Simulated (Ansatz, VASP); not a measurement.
**One calculation of GaAs, two programs**

File INCAR:

```
SYSTEM = GaAs
PREC = Accurate ; ENCUT = 500
EDIFF = 1E-6 ; ISMEAR = -1
SIGMA = 0.04 ; LREAL = .FALSE.
LASPH = .TRUE. ; NELM = 120
ALGO = Normal ; ISIF = 2
LWAVE = .FALSE. ; LCHARG = .FALSE.
GGA = PE ; NBANDS = 16
GGA_COMPAT = .FALSE.
```

File KPOINTS:

```
regular mesh
0
G
  3 3 3
  0 0 0
```

Contents of POSCAR:

```
GaAs
1.0
    0.0000000000      2.8268500000      2.8268500000
    2.8268500000      0.0000000000      2.8268500000
    2.8268500000      2.8268500000      0.0000000000
As Ga
1 1
Direct
    0.7500000000      0.7500000000      0.7500000000
    0.0000000000      0.0000000000      0.0000000000
```

input.yaml

```yaml
crystal:
  lattice:
    - [0.0, 2.82685, 2.82685]
    - [2.82685, 0.0, 2.82685]
    - [2.82685, 2.82685, 0.0]
  atoms:
    - { symbol: As, position: [0.75, 0.75, 0.75] }
    - { symbol: Ga, position: [0.0, 0.0, 0.0] }
kpoints:
  mp_grid: { grid: [3, 3, 3] }
scf:
  occupations: { method: fermi_dirac, width: 0.04 }
hamiltonian:
  xc: pbe
  pseudopotentials: { kind: all_electron, lapw: { basis_error: 0.002 } }
output:
  forces: true
  stress: true
  eigenvalues: true
```

Alike in both runs: task single point; functional PBE; k mesh 3 × 3 × 3; occupations fermi-dirac, width 0.04 eV; no spin polarisation.

```csv
,VASP,Ansatz
version,VASP 6.6.1,Ansatz 0.2.0
potentials or method,"VASP PAW PBE potentials, release 64 (As, Ga_d), cutoff 500 eV","all-electron LAPW, scalar-relativistic"
```

VASP gave:

| Item | Value |
| --- | --- |
| gap on the k mesh at the Fermi level (eV) | 0.49 |
| least direct gap on the mesh (eV) | 0.49 |
| pressure (GPa) | 4.7 |

**Question.** Estimate Ansatz's values.

**Answer.** gap on the k mesh at the Fermi level (eV): 0.50; least direct gap on the mesh (eV): 0.50; pressure (GPa): 4.5.

Ansatz ran all-electron here, and VASP with PAW potentials.

The k mesh is coarse, so the values compare programs but aren't converged.
